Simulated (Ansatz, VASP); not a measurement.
Si7O16: VASP beside Ansatz

```
Si O
1.0
    -4.17900   -4.17900    0.00000
     4.17900   -4.17900    0.00000
     0.00000    0.00000    5.32980
Si O
7 16
Direct
  0.50068 0.49942 0.00128
  0.50102 0.49942 0.49775
  0.00075 0.49946 0.74954
  0.00084 0.99946 0.99934
  0.50081 0.99943 0.24958
  0.00079 0.99945 0.49969
  0.50079 0.99947 0.74954
  0.20713 0.49947 0.98304
  0.00081 0.18452 0.24951
  0.79425 0.49947 0.98280
  0.00083 0.81438 0.24951
  0.20737 0.49947 0.51629
  0.00077 0.19316 0.74952
  0.79455 0.49947 0.51591
  0.00079 0.80576 0.74952
  0.69440 0.99945 0.99817
  0.50083 0.69528 0.24953
  0.30724 0.99944 0.99820
  0.50080 0.30358 0.24953
  0.69440 0.99945 0.50092
  0.50082 0.69850 0.74951
  0.30718 0.99943 0.50093
  0.50080 0.30037 0.74951
```

Alike in both runs: functional PBE; dispersion D3(BJ); k mesh 2 × 2 × 3; occupations gaussian, width 0.02 eV; no spin polarisation.

Ansatz relaxed the structure, and its values are those at the end. VASP's run is a single point on that final structure, the one shown.

```csv
,VASP,Ansatz
version,VASP 6.6.1,Ansatz 0.2.0
potentials or method,"VASP PAW PBE potentials, release 64 (Si, O), cutoff 520 eV","scalar-relativistic, plane waves, PAW"
valence electrons in the cell,124,124
```

VASP gave:

* rms of the force components (eV/Å): 0.015

**Question.** Which values does Ansatz return?

**Answer.** rms of the force components (eV/Å): 0.003.

The k mesh is coarse, so the values compare programs but aren't converged.
